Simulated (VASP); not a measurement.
# CdS (P6_3mc) in VASP: dielectric tensor with PBEsol

Aim: the dielectric tensor of CdS with PBEsol.

Everything below comes from runs of VASP 6.6.1. Logs are shortened: lines on timing, memory, paths and dates and some standing lists are left out, and cuts for length are marked.

## Step 1: The cell of the first run

The structure is hexagonal, space group P6_3mc (No. 186). The conventional cell has a = 4.150 Å, b = 4.150 Å, c = 6.737 Å, α = 90.00°, β = 90.00°, γ = 120.00°. Cd (site symmetry 3m) has 4 S at 2.53 to 2.54 Å within 3.3 Å. S (site symmetry 3m) has 4 Cd at 2.53 to 2.54 Å within 3.3 Å.

## Step 2: Dielectric tensor, PBEsol

INCAR reads:

```
PREC = Accurate ; ENCUT = 520
EDIFF = 1E-8 ; ISMEAR = 0
SIGMA = 0.01 ; LREAL = F
LASPH = T ; NELM = 60
ALGO = Normal ; ISIF = 2
LWAVE = F ; LCHARG = F
GGA = PS ; LEPSILON = T
```

KPOINTS reads:

```
Automatic mesh
0
Gamma
  7 7 4
```

POSCAR reads:

```
CdS
1.0
    4.1500000000      0.0000000000      0.0000000000
   -2.0750000000      3.5940054257      0.0000000000
    0.0000000000      0.0000000000      6.7370000000
Cd S
2 2
Direct
    0.6666666667      0.3333333333      0.5000000000
    0.3333333333      0.6666666667      0.0000000000
    0.6666666667      0.3333333333      0.8750000000
    0.3333333333      0.6666666667      0.3750000000
```

Potentials or basis: VASP PAW PBE potentials, release 64 (Cd, S).

The run is started by

```console
cat potpaw_PBE.64/Cd/POTCAR potpaw_PBE.64/S/POTCAR > POTCAR
mpirun -np 1 vasp_std > vasp.out
```

OUTCAR:

```text
PREC = Accurate
   ENCUT = 520
   EDIFF = 1E-8
   ISMEAR = 0
   LREAL = F
   LASPH = T
   NELM = 60
   ISIF = 2
   GGA = PS
   LEPSILON = T

 ion  position               nearest neighbor table
   1  0.667  0.333  0.500-   3 2.53   4 2.54   4 2.54   4 2.54
   2  0.333  0.667  0.000-   4 2.53   3 2.54   3 2.54   3 2.54
   3  0.667  0.333  0.875-   1 2.53   2 2.54   2 2.54   2 2.54
   4  0.333  0.667  0.375-   2 2.53   1 2.54   1 2.54   1 2.54

  LATTYP: Found a hexagonal cell.
 ALAT       =     4.1500000000
 C/A-ratio  =     1.6233734940

  Lattice vectors:

 A1 = (   4.1500000000,   0.0000000000,   0.0000000000)
 A2 = (  -2.0750000000,   3.5940054257,   0.0000000000)
 A3 = (   0.0000000000,   0.0000000000,   6.7370000000)

Analysis of symmetry for initial positions (statically):
=====================================================================
 Subroutine PRICEL returns:
 Original cell was already a primitive cell.

 Routine SETGRP: Setting up the symmetry group for a
 hexagonal supercell.

 Subroutine GETGRP returns: Found 12 space group operations
 (whereof  6 operations were pure point group operations)
 out of a pool of 24 trial point group operations.

The static configuration has the point symmetry C_3v.
 The point group associated with its full space group is C_6v.

Analysis of symmetry for dynamics (positions and initial velocities):
=====================================================================
 Subroutine PRICEL returns:
 Original cell was already a primitive cell.

 Routine SETGRP: Setting up the symmetry group for a
 hexagonal supercell.

 Subroutine GETGRP returns: Found 12 space group operations
 (whereof  6 operations were pure point group operations)
 out of a pool of 24 trial point group operations.

The dynamic configuration has the point symmetry C_3v.
 The point group associated with its full space group is C_6v.

 Subroutine INISYM returns: Found 12 space group operations
 (whereof  6 operations are pure point group operations),
 and found     1 'primitive' translations

----------------------------------------------------------------------------------------

                                     Primitive cell

  volume of cell :     100.4832

  direct lattice vectors                    reciprocal lattice vectors
     4.150000000  0.000000000  0.000000000     0.240963855  0.139120547  0.000000000
[... 761 lines left out ...]
     -0.00000      2.39600      2.52637         0.000000      0.000000      0.066750
 -----------------------------------------------------------------------------------
    total drift:                               -0.000000     -0.000000     -0.000612

  FREE ENERGIE OF THE ION-ELECTRON SYSTEM (eV)
  ---------------------------------------------------
  free  energy   TOTEN  =       -13.6300724610 eV

  energy  without entropy=      -13.6300724610  energy(sigma->0) =      -13.63007246

 HEAD OF MICROSCOPIC STATIC DIELECTRIC TENSOR (INDEPENDENT PARTICLE, excluding Hartree and local field effects)
 ------------------------------------------------------
           7.286692     0.000000    -0.000000
           0.000000     7.286692     0.000000
           0.000000     0.000000     7.281397
 ------------------------------------------------------

 Free energy of the ion-electron system (eV)
  ---------------------------------------------------
  ---------------------------------------------------
  free energy    TOTEN  =        -1.74520236 eV

  energy without entropy =       -1.74520236

------------------------ aborting loop because EDIFF is reached ----------------------------------------

--------------------------------------- Ionic step        2  -------------------------------------------

------------------------ aborting loop because EDIFF is reached ----------------------------------------

--------------------------------------- Ionic step        3  -------------------------------------------

 Free energy of the ion-electron system (eV)
  ---------------------------------------------------
  ---------------------------------------------------
  free energy    TOTEN  =        -1.74883981 eV

  energy without entropy =       -1.74883981

------------------------ aborting loop because EDIFF is reached ----------------------------------------

 PIEZOELECTRIC TENSOR FIELD DIRECTION 3  (e Angst)
 -----------------------------------------------------------------------------
     2.16298 -0.00000  0.00000           ( -0.02353 -0.00000  0.00000)
     0.00000  2.16298 -0.00000           (  0.00000 -0.02353 -0.00000)
     0.00000  0.00000 -4.32415           (  0.00000 -0.00000  0.04366)

 PIEZOELECTRIC TENSOR FIELD DIRECTION 3  (C/m^2)
 -----------------------------------------------------------------------------
     0.34488 -0.00000  0.00000
     0.00000  0.34488 -0.00000
     0.00000  0.00000 -0.68947

 MACROSCOPIC STATIC DIELECTRIC TENSOR (including local field effects in DFT)
 ------------------------------------------------------
           6.899554    -0.000000     0.000000
           0.000000     6.899554     0.000000
          -0.000000     0.000000     6.920678
 ------------------------------------------------------

 PIEZOELECTRIC TENSOR (including local field effects)  for field in x, y, z        (e  Angst)
          XX          YY          ZZ          XY          YZ          ZX
  --------------------------------------------------------------------------------
  x    -0.00000     0.00000     0.00000     0.00000     0.00000     2.22003
  y     0.00000     0.00000    -0.00000     0.00000     2.22003     0.00000
  z     2.16298     2.16298    -4.32415     0.00000     0.00000     0.00000

 PIEZOELECTRIC TENSOR (including local field effects)  for field in x, y, z        (C/m^2)
          XX          YY          ZZ          XY          YZ          ZX
  --------------------------------------------------------------------------------
  x    -0.00000     0.00000     0.00000     0.00000     0.00000     0.35398
  y     0.00000     0.00000    -0.00000     0.00000     0.35398     0.00000
  z     0.34488     0.34488    -0.68947     0.00000     0.00000     0.00000

 BORN EFFECTIVE CHARGES (including local field effects) (in |e|, cummulative output)
 ---------------------------------------------------------------------------------
 ion    1
    1     2.17040     0.00000     0.00000
    2     0.00000     2.17040     0.00000
    3     0.00000     0.00000     2.25498
 ion    2
    1     2.17040     0.00000     0.00000
    2     0.00000     2.17040     0.00000
    3    -0.00000     0.00000     2.25498
 ion    3
    1    -2.17040     0.00000     0.00000
    2     0.00000    -2.17040     0.00000
    3     0.00000    -0.00000    -2.25498
 ion    4
    1    -2.17040     0.00000     0.00000
    2     0.00000    -2.17040     0.00000
    3     0.00000     0.00000    -2.25498
```

stdout:

```text
POSCAR found type information on POSCAR CdS
 POSCAR found :  2 types and       4 ions
 scaLAPACK will be used
 -----------------------------------------------------------------------------
|                                                                             |
|                                                                             |
|     You enforced a specific xc type in the INCAR file but a different       |
[... 28 lines left out ...]
  Direction:   1
 dielectric tensor                  component  1 :     6.900    -0.622     0.000
 Linear response to external field, progress :
  Direction:   2
 dielectric tensor                  component  2 :    -1.046     6.900    -0.000
 Linear response to external field, progress :
  Direction:   3
 dielectric tensor                  component  3 :    -0.405    -0.357     6.921
 Born effective charges drift removed
```

Run time: 6 min. Hardware: 1 thread of Intel Xeon Platinum 8488C (Sapphire Rapids), shared host; peak memory 0.48 GiB.

What came out:

```
Band gap on the k mesh                  : 1.06 eV
Electronic dielectric tensor (diagonal) : 6.90, 6.90, 6.92
Born charges (mean of the diagonal)     : Cd +2.20; S -2.20 e
```

Electronic dielectric tensor:
```
6.90 0.00 0.00
0.00 6.90 0.00
0.00 0.00 6.92
```

Born effective charge tensors (e):
atom 1, Cd
```
2.17 0.00 0.00
0.00 2.17 0.00
0.00 0.00 2.25
```
atom 2, Cd
```
2.17 0.00 0.00
0.00 2.17 0.00
0.00 0.00 2.25
```
atom 3, S
```
-2.17  0.00  0.00
 0.00 -2.17  0.00
 0.00  0.00 -2.25
```
atom 4, S
```
-2.17  0.00  0.00
 0.00 -2.17  0.00
 0.00  0.00 -2.25
```
